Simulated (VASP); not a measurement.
# Al2Pt (P-3m1) in VASP: further runs

Runs on Al2Pt. Level: PBE. Tasks: single point.

Everything below comes from runs of VASP 6.6.1. Logs are shortened: lines on timing, memory, paths and dates and some standing lists are left out, and cuts for length are marked.

### 1 The cell of the first run

Symmetry: P-3m1, No. 164, trigonal system. Conventional cell: a = 4.205 Å, b = 4.205 Å, c = 10.799 Å, α = 90.00°, β = 90.00°, γ = 120.00°. Al (site symmetry 3m) has 4 Pt at 2.57 Å and 6 Al at 2.97 Å within 3.4 Å. Within 3.4 Å of Al (site symmetry 3m) lie 4 Pt at 2.57 to 3.07 Å and 6 Al at 2.97 to 3.29 Å. Al (site symmetry 3m) has 4 Pt at 2.57 Å and 6 Al at 2.97 Å within 3.4 Å. Within 3.4 Å of Pt (site symmetry 3m) lie 8 Al at 2.57 to 3.07 Å. Pt (site symmetry -3m) has 8 Al at 2.57 Å within 3.4 Å.

### 2 Single point, PBE

Input file INCAR:

```
ALGO     = Fast           # electronic algorithm
EDIFF    = 1E-6           # SCF threshold, eV
ENCUT    = 520            # plane-wave cutoff, eV
GGA      = PE             # functional
ISIF     = 2              # what is computed and relaxed
ISMEAR   = 0              # smearing method
LASPH    = T              # aspherical terms in the spheres
LCHARG   = F              # write CHGCAR
LREAL    = F              # projectors in reciprocal space
LWAVE    = F              # write WAVECAR
NBANDS   = 34             # bands
NELM     = 100            # most SCF steps
PREC     = Accurate       # precision mode
SIGMA    = 0.15           # smearing width, eV
```

Input file KPOINTS:

```
k-points
0
Gamma
  13 13 5
```

Input file POSCAR:

```
Al2Pt
1.0
    2.9732041201     -2.9732041201      0.0000000000
    2.9732041201      0.0000000000     -2.9732041201
    6.2350833749      6.2350833749      6.2350833749
Al Pt
6 3
Direct
    0.6666666667      0.6666666667      0.3973915115
    1.0000000000      0.0000000000      0.0794910183
    0.3333333333      0.3333333333      0.7152920048
    0.6666666667      0.6666666667      0.8742422514
    1.0000000000      1.0000000000      0.5563417581
    0.3333333333      0.3333333333      0.2384412649
    0.0000000000      0.0000000000      0.7947671281
    0.3333333333      0.3333333333      0.4768666348
    0.6666666667      0.6666666667      0.1589661416
```

Potentials or basis: VASP PAW PBE potentials, release 64 (Al, Pt).

Run with:

```console
cat potpaw_PBE.64/Al/POTCAR potpaw_PBE.64/Pt/POTCAR > POTCAR
mpirun -np 1 vasp_std > vasp.out
```

OUTCAR:

```text
EDIFF = 1E-6
   ENCUT = 520
   GGA = PE
   ISIF = 2
   ISMEAR = 0
   LASPH = T
   LREAL = F
   NELM = 100
   PREC = Accurate

 ion  position               nearest neighbor table
   1  0.667  0.667  0.397-   8 2.57   8 2.57   9 2.57   8 2.57   5 2.97   6 2.97   6 2.97   5 2.97
                             5 2.97   6 2.97
   2  0.000  0.000  0.079-   9 2.57   9 2.57   9 2.57   6 2.97   6 2.97   6 2.97   7 3.07   4 3.29
                             4 3.29   4 3.29
   3  0.333  0.333  0.715-   7 2.57   7 2.57   7 2.57   8 2.57   4 2.97   4 2.97   4 2.97   5 2.97
                             5 2.97   5 2.97
   4  0.667  0.667  0.874-   7 2.57   7 2.57   7 2.57   3 2.97   3 2.97   3 2.97   9 3.07   2 3.29
                             2 3.29   2 3.29
   5  0.000  0.000  0.556-   8 2.57   8 2.57   8 2.57   7 2.57   1 2.97   1 2.97   1 2.97   3 2.97
                             3 2.97   3 2.97
   6  0.333  0.333  0.238-   9 2.57   9 2.57   8 2.57   9 2.57   2 2.97   1 2.97   1 2.97   2 2.97
                             2 2.97   1 2.97
   7  0.000  0.000  0.795-   3 2.57   4 2.57   4 2.57   4 2.57   3 2.57   3 2.57   5 2.57   2 3.07

   8  0.333  0.333  0.477-   5 2.57   1 2.57   1 2.57   6 2.57   5 2.57   5 2.57   1 2.57   3 2.57

   9  0.667  0.667  0.159-   6 2.57   6 2.57   2 2.57   1 2.57   2 2.57   2 2.57   6 2.57   4 3.07

  LATTYP: Found a hexagonal cell.
 ALAT       =     4.2047455903
 C/A-ratio  =     2.5684030015

  Lattice vectors:

 A1 = (  -2.9732041201,   0.0000000000,   2.9732041201)
 A2 = (   2.9732041201,  -2.9732041201,   0.0000000000)
 A3 = (   6.2350833749,   6.2350833749,   6.2350833749)

Analysis of symmetry for initial positions (statically):
=====================================================================
 Subroutine PRICEL returns:
 Original cell was already a primitive cell.

 Routine SETGRP: Setting up the symmetry group for a
 hexagonal supercell.

 Subroutine GETGRP returns: Found 12 space group operations
 (whereof  6 operations were pure point group operations)
 out of a pool of 24 trial point group operations.

The static configuration has the point symmetry C_3v.
 The point group associated with its full space group is D_3d.

Analysis of symmetry for dynamics (positions and initial velocities):
=====================================================================
 Subroutine PRICEL returns:
 Original cell was already a primitive cell.

 Routine SETGRP: Setting up the symmetry group for a
 hexagonal supercell.

 Subroutine GETGRP returns: Found 12 space group operations
 (whereof  6 operations were pure point group operations)
 out of a pool of 24 trial point group operations.

The dynamic configuration has the point symmetry C_3v.
 The point group associated with its full space group is D_3d.

 Subroutine INISYM returns: Found 12 space group operations
 (whereof  6 operations are pure point group operations),
 and found     1 'primitive' translations

----------------------------------------------------------------------------------------

                                     Primitive cell

  volume of cell :     165.3533

  direct lattice vectors                    reciprocal lattice vectors
     2.973204120 -2.973204120  0.000000000     0.112112495 -0.224224991  0.112112495
     2.973204120  0.000000000 -2.973204120     0.112112495  0.112112495 -0.224224991
     6.235083375  6.235083375  6.235083375     0.053460926  0.053460926  0.053460926

  length of vectors
     4.204745590  4.204745590 10.799481195     0.274618408  0.274618408  0.092597041

  position of ions in fractional coordinates (direct lattice)
     0.666666667  0.666666667  0.397391511
     0.000000000  0.000000000  0.079491018
     0.333333333  0.333333333  0.715292005
     0.666666667  0.666666667  0.874242251
     0.000000000  0.000000000  0.556341758
     0.333333333  0.333333333  0.238441265
     0.000000000  0.000000000  0.794767128
     0.333333333  0.333333333  0.476866635
     0.666666667  0.666666667  0.158966142

  ion indices of the primitive-cell ions
   primitive index   ion index
                 1           1
                 2           2
                 3           3
                 4           4
                 5           5
                 6           6
                 7           7
                 8           8
                 9           9

----------------------------------------------------------------------------------------

 KPOINTS: k-points

Automatic generation of k-mesh.
 Grid dimensions read from file:
 generate k-points for:   13   13    5

 Generating k-lattice:

  Cartesian coordinates                     Fractional coordinates (reciprocal lattice)
     0.008624038 -0.017248076  0.008624038     0.076923077  0.000000000  0.000000000
     0.008624038  0.008624038 -0.017248076     0.000000000  0.076923077  0.000000000
     0.010692185  0.010692185  0.010692185     0.000000000  0.000000000  0.200000000

  Length of vectors
     0.021124493  0.021124493  0.018519408

  Shift w.r.t. Gamma in fractional coordinates (k-lattice)
     0.000000000  0.000000000  0.000000000

 Subroutine IBZKPT returns following result:
 ===========================================

 Found     91 irreducible k-points:

 Following reciprocal coordinates:
            Coordinates               Weight
  0.000000  0.000000  0.000000      1.000000
  0.076923  0.000000  0.000000      6.000000
  0.153846  0.000000  0.000000      6.000000
  0.230769  0.000000  0.000000      6.000000
  0.307692  0.000000  0.000000      6.000000
  0.384615  0.000000  0.000000      6.000000
[... 16 lines left out ...]
  0.076923  0.000000  0.200000      6.000000
  0.076923  0.076923  0.200000      6.000000
 [... further k-points ...]
   k-points           NKPTS =     91   k-points in BZ     NKDIM =     91   number of bands    NBANDS=     34
   number of dos      NEDOS =    301   number of ions     NIONS =      9
   total plane-waves  NPLWV =  81920
   dimension x,y,z NGX =    32 NGY =   32 NGZ =   80
   dimension x,y,z NGXF=    64 NGYF=   64 NGZF=  160
   ions per type =               6   3
   NGX,Y,Z   is equivalent  to a cutoff of  12.65, 12.65, 12.32 a.u.
   NGXF,Y,Z  is equivalent  to a cutoff of  25.30, 25.30, 24.63 a.u.
 SYSTEM =  unknown system
   PREC   = accura    normal or accurate (medium, high low for compatibility)
   ISTART =      0    job   : 0-new  1-cont  2-samecut
   ICHARG =      2    charge: 1-file 2-atom 10-const
   ISPIN  =      1    spin polarized calculation?
   LNONCOLLINEAR =      F non collinear calculations
   LSORBIT =      F    spin-orbit coupling
   LASPH  =      T    aspherical Exc in radial PAW
   ENCUT  =  520.0 eV  38.22 Ry    6.18 a.u.   7.82  7.82 20.08*2*pi/ulx,y,z
   NELM   =    100;   NELMIN=  2; NELMDL= -5     # of ELM steps
   EDIFF  = 0.1E-05   stopping-criterion for ELM
   LREAL  =      F    real-space projection
   EDIFFG = 0.1E-04   stopping-criterion for IOM
   NSW    =      0    number of steps for IOM
   IBRION =     -1    ionic relax: 0-MD 1-quasi-New 2-CG
   NFREE  =      0    steps in history (QN), initial steepest desc. (CG)
   ISIF   =      2    stress and relaxation
   ISYM   =      2    0-nonsym 1-usesym 2-fastsym
   POTIM  = 0.5000    time-step for ionic-motion
   TEBEG  =    0.0;   TEEND  =   0.0 temperature during run
   PSTRESS=    0.0 pullay stress
   NELECT =      48.0000    total number of electrons
   NUPDOWN=      -1.0000    fix difference up-down
   EMIN   =  10.00;   EMAX   =-10.00  energy-range for DOS
   EFERMI =   0.00;   METHOD = LEGACY
   ISMEAR =     0;   SIGMA  =   0.15  broadening in eV -4-tet -1-fermi 0-gaus
   EFERMI_NEDOS =   21; number of points for ismear=-14 and -15
   IALGO  =     68    algorithm
   IMIX   =      4    mixing-type and parameters
     AMIX     =   0.40;   BMIX     =  1.00
     AMIX_MAG =   1.60;   BMIX_MAG =  1.00
  volume/ion in A,a.u.               =      18.37       123.98
  Fermi-wavevector in a.u.,A,eV,Ry     =   1.083971  2.048408 15.986746  1.174993
  Thomas-Fermi vector in A             =   2.220050
   LORBIT       =      0    0 simple, 1 ext, 2 COOP (PROOUT), +10 PAW based schemes
   GGA     = PE    functional components
   LHFCALC =     F    Hartree Fock is set to
   AEXX    =    0.0000 exact exchange contribution
   IVDW    =     0    specifies the selected vdW correction
   LEPSILON=     F    determine dielectric tensor
   LRPA    =     F    only Hartree local field effects (RPA)
 non-spin polarized calculation
 RMM-DIIS sequential band-by-band and
 Gauss-broadening in eV      SIGMA  =   0.15
  energy-cutoff  :      520.00
  volume of cell :      165.35
 maximum number of plane-waves:      4474
   NGX = 15   NGY = 15   NGZ = 41

 number of electron      48.0000000 magnetization

 Free energy of the ion-electron system (eV)
  ---------------------------------------------------
  ext. energy  EPLUGINS =         0.00000000
  ---------------------------------------------------
  free energy    TOTEN  =       -48.19677892 eV

  energy without entropy =      -48.15805321  energy(sigma->0) =      -48.17741606

 E-fermi :   7.1632     XC(G=0): -10.4000

 val. band max:        7.1630141827   @ k =   0.4615   0.2308   0.4000
 cond. band min:       7.1642107351   @ k =   0.2308   0.0000   0.0000
 fundamental gap:      0.0011965524
 Fermi energy:         7.1632423666

 k-point     1 :       0.0000    0.0000    0.0000
  band No.  band energies     occupation
      1      -2.7383      2.00000
      2      -1.6252      2.00000
      3      -1.2717      2.00000
      4       1.6676      2.00000
      5       1.7425      2.00000
      6       2.2941      2.00000
[... 26 lines left out ...]
     33      12.3811      0.00000
     34      12.4244      0.00000

 k-point     2 :       0.0769    0.0000    0.0000
  band No.  band energies     occupation
      1      -2.6664      2.00000
      2      -1.5533      2.00000
      3      -1.1980      2.00000
      4       1.6551      2.00000
      5       1.7272      2.00000
      6       2.2573      2.00000
[... 26 lines left out ...]
     33      12.3924      0.00000
     34      12.5679      0.00000
[... 775 lines left out ...]
     33      12.4298      0.00000
     34      12.5973      0.00000

 k-point    24 :       0.0769    0.0769    0.2000
  band No.  band energies     occupation
      1      -2.6269      2.00000
      2      -1.7848      2.00000
      3      -0.9524      2.00000
      4       1.4901      2.00000
      5       1.8720      2.00000
      6       2.2459      2.00000
[... 26 lines left out ...]
     33      12.4311      0.00000
     34      12.5672      0.00000

 [... further k-points ...]
[... 5 lines left out ...]
  --------------------------------------------------------------------------------------
  -------------------------------------------------------------------------------------
  Total       -3.3947706     -3.3947706     -3.3947706     -1.6489699     -1.6489699     -1.6489699
  in kB      -32.8933456    -32.8933456    -32.8933456    -15.9775557    -15.9775557    -15.9775557
  external PRESSURE =     -32.8933456 kB  Pullay stress =       0.0000000 kB

 VOLUME and BASIS-vectors are now :
 -----------------------------------------------------------------------------
  energy-cutoff  :      520.00
  volume of cell :      165.35
      direct lattice vectors                 reciprocal lattice vectors
     2.973204120 -2.973204120  0.000000000     0.112112495 -0.224224991  0.112112495
     2.973204120  0.000000000 -2.973204120     0.112112495  0.112112495 -0.224224991
     6.235083375  6.235083375  6.235083375     0.053460926  0.053460926  0.053460926

 POSITION                                       TOTAL-FORCE (eV/Angst)
 -----------------------------------------------------------------------------------
      6.44204      0.49563      0.49563        -0.102609     -0.102609     -0.102609
      0.49563      0.49563      0.49563        -0.380301     -0.380301     -0.380301
      6.44204      3.46884      3.46884         0.059026      0.059026      0.059026
      9.41525      3.46884      3.46884         0.380301      0.380301      0.380301
      3.46884      3.46884      3.46884         0.102609      0.102609      0.102609
      3.46884      0.49563      0.49563        -0.059026     -0.059026     -0.059026
      4.95544      4.95544      4.95544         0.361503      0.361503      0.361503
      4.95544      1.98224      1.98224         0.000000     -0.000000     -0.000000
      4.95544     -0.99097     -0.99097        -0.361503     -0.361503     -0.361503
 -----------------------------------------------------------------------------------
    total drift:                                0.000035      0.000035      0.000035

  FREE ENERGIE OF THE ION-ELECTRON SYSTEM (eV)
  ---------------------------------------------------
  free  energy   TOTEN  =       -48.1967789168 eV

  energy  without entropy=      -48.1580532050  energy(sigma->0) =      -48.17741606
```

Run time: 3.9 min. Hardware: 1 thread of Intel Xeon 6975P-C (Granite Rapids), shared host; peak memory 0.54 GiB.

What came out:

- Free energy: -48.1968 eV
- Pressure: -3.3 GPa
- Largest force: 0.659 eV/Å
- Band gap on the k mesh: zero (band 24 reaches 9.92 eV, above the bottom of band 25 at 6.31 eV)

Forces in eV/Å, atoms in the order of the input:
```
Al  -0.103 -0.103 -0.103
Al  -0.380 -0.380 -0.380
Al   0.059  0.059  0.059
Al   0.380  0.380  0.380
Al   0.103  0.103  0.103
Al  -0.059 -0.059 -0.059
Pt   0.362  0.362  0.362
Pt   0.000  0.000  0.000
Pt  -0.362 -0.362 -0.362
```

Levels at points of the mesh, in eV from the Fermi level:
| k point | band 21 | band 22 | band 23 | band 24 | band 25 | band 26 | band 27 | band 28 |
| --- | --- | --- | --- | --- | --- | --- | --- | --- |
| (0.00, 0.00, 0.00) | 1.61 | 1.61 | 2.09 | 2.09 | 2.24 | 3.52 | 3.82 | 3.82 |

Caveat: spin-orbit coupling is left out, which moves the levels of the heavy elements.

### 3 Single point, PBE

This run uses another cell than the first one, of 18.80 Å³/atom, 1.023 times its volume.

Input file INCAR:

```
PREC     = Accurate       # precision mode
ENCUT    = 520            # plane-wave cutoff, eV
EDIFF    = 1E-6           # SCF threshold, eV
ISMEAR   = 0              # smearing method
SIGMA    = 0.15           # smearing width, eV
LREAL    = F              # projectors in reciprocal space
LASPH    = T              # aspherical terms in the spheres
NELM     = 100            # most SCF steps
ALGO     = Fast           # electronic algorithm
ISIF     = 2              # what is computed and relaxed
LWAVE    = F              # write WAVECAR
LCHARG   = F              # write CHGCAR
GGA      = PE             # functional
NBANDS   = 34             # bands
```

Input file KPOINTS:

```
Automatic mesh
0
Gamma
  13 13 5
```

Input file POSCAR:

```
Al2Pt
1.0
    2.9732041201     -2.9732041201      0.0000000000
    2.9732041201      0.0000000000     -2.9732041201
    6.3794209422      6.3794209422      6.3794209422
Al Pt
6 3
Direct
    0.6666666667      0.6666666667      0.3884003312
    1.0000000000      0.0000000000      0.0776924946
    0.3333333333      0.3333333333      0.6991081679
    0.6666666667      0.6666666667      0.8544620862
    1.0000000000      1.0000000000      0.5437542495
    0.3333333333      0.3333333333      0.2330464129
    0.0000000000      0.0000000000      0.7767851270
    0.3333333333      0.3333333333      0.4660772904
    0.6666666667      0.6666666667      0.1553694537
```

Potentials or basis: VASP PAW PBE potentials, release 64 (Al, Pt).

Run with:

```console
cat potpaw_PBE.64/Al/POTCAR potpaw_PBE.64/Pt/POTCAR > POTCAR
mpirun -np 1 vasp_std > vasp.out
```

It took 4.1 min on 1 thread of Intel Xeon 6975P-C (Granite Rapids), shared host; peak memory 0.55 GiB.

The run converged. Its results:

| Item | Value |
| --- | --- |
| Free energy | -47.8067 eV |
| Pressure | -3.6 GPa |
| Largest force | 0.549 eV/Å |
| Band gap on the k mesh | zero (band 24 reaches 9.69 eV, above the bottom of band 25 at 6.10 eV) |

Forces on the atoms (eV/Å):
```
Al  -0.120 -0.120 -0.120
Al  -0.297 -0.297 -0.297
Al   0.073  0.073  0.073
Al   0.297  0.297  0.297
Al   0.120  0.120  0.120
Al  -0.073 -0.073 -0.073
Pt   0.317  0.317  0.317
Pt   0.000  0.000  0.000
Pt  -0.317 -0.317 -0.317
```

Stress tensor (GPa, compression positive):
```
-3.56 -1.57 -1.57
-1.57 -3.56 -1.57
-1.57 -1.57 -3.56
```

Levels at points of the mesh, in eV from the Fermi level:
```
           k point  band 21  band 22  band 23  band 24  band 25  band 26  band 27  band 28
(0.00, 0.00, 0.00)     1.59     1.59     1.92     2.27     2.27     3.47     3.78     3.78
```

Caveat: spin-orbit coupling is left out, which moves the levels of the heavy elements.
